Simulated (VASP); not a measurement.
Here is a VASP 6.6.1 calculation.

The input INCAR:

```
PREC = Accurate
ENCUT = 600
EDIFF = 1E-6
ISMEAR = 0
SIGMA = 0.01
LREAL = False
LASPH = True
NELM = 120
ALGO = Normal
ISIF = 2
LWAVE = False
LCHARG = True
LELF = True
LVHAR = True
NBANDS = 16
GGA_COMPAT = False
```

KPOINTS

```
regular mesh
0
Gamma
  7 7 4
```

File POSCAR:

```
MgO
1.0
    3.3077870000      0.0000000000      0.0000000000
   -1.6538930000      2.8646280000      0.0000000000
    0.0000000000      0.0000000000      4.9828820000
Mg O
2 2
Direct
    0.3333333333      0.6666666667      0.0021600000
    0.6666666667      0.3333333333      0.5021600000
    0.3333333333      0.6666666667      0.4024400000
    0.6666666667      0.3333333333      0.9024400000
```

Potentials or basis: VASP PAW LDA potentials, release 64 (Mg, O).

The run is started by

```sh
$ cat potpaw_LDA.64/Mg/POTCAR potpaw_LDA.64/O/POTCAR > POTCAR
$ mpirun -np 1 vasp_std > vasp.out
```

Question: Predict the band gap on the k mesh.

Answer: 3.36 eV, direct.

Question: Predict the pressure.

Answer: -5.6 GPa.

Question: Estimate the largest force.

Answer: 0.048 eV/Å.

Stress tensor (GPa, compression positive):
```
-5.82  0.00  0.00
 0.00 -5.82  0.00
 0.00  0.00 -5.11
```

LDA gaps usually lie below the measured ones, often by a third to a half.
